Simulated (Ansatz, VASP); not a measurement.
# Na3LiB5 in VASP and in Ansatz

```
Na Li B
1.0
     3.92160    0.00000    0.00000
     0.00000    3.92160    0.00000
     0.00000    0.00000    9.67652
Na Li B
3 1 5
Direct
  0.50000 0.50000 0.50000
  0.00000 0.50000 0.24742
  0.50000 0.00000 0.75258
  0.00000 0.00000 0.00000
  0.22110 0.50000 0.96777
  0.77890 0.50000 0.96777
  0.50000 0.77890 0.03223
  0.50000 0.22110 0.03223
  0.00000 0.00000 0.50000
```

Alike in both runs: functional PBE; k mesh 10 × 10 × 4; occupations gaussian, width 0.1 eV; no spin polarisation.

Ansatz relaxed the structure, and its values are those at the end. VASP's run is a single point on that final structure, the one shown.

|  | VASP | Ansatz |
| --- | --- | --- |
| version | VASP 6.6.1 | Ansatz 0.2.0 |
| potentials or method | VASP PAW PBE potentials, release 64 (Na_pv, Li_sv, B), cutoff 520 eV | scalar-relativistic, plane waves, PAW |
| valence electrons in the cell | 39 | 45 |

Ansatz gave:

* gap on the k mesh at the Fermi level (eV): none
* rms of the force components (eV/Å): 0.000

**Question.** What did VASP give for the same quantities?

**Answer.** gap on the k mesh at the Fermi level (eV): none; rms of the force components (eV/Å): 0.004.

A gap of «none» marks a metal or a gap that the smearing closes. The functional is the same, so the differences come from potentials, cutoffs and numerics. VASP's potentials hold 39 valence electrons a cell and Ansatz's 45, so a difference there can come from the potentials and not from the codes.

Noted on VASP's run: the cutoff is short for stress, so the pressure is rough.
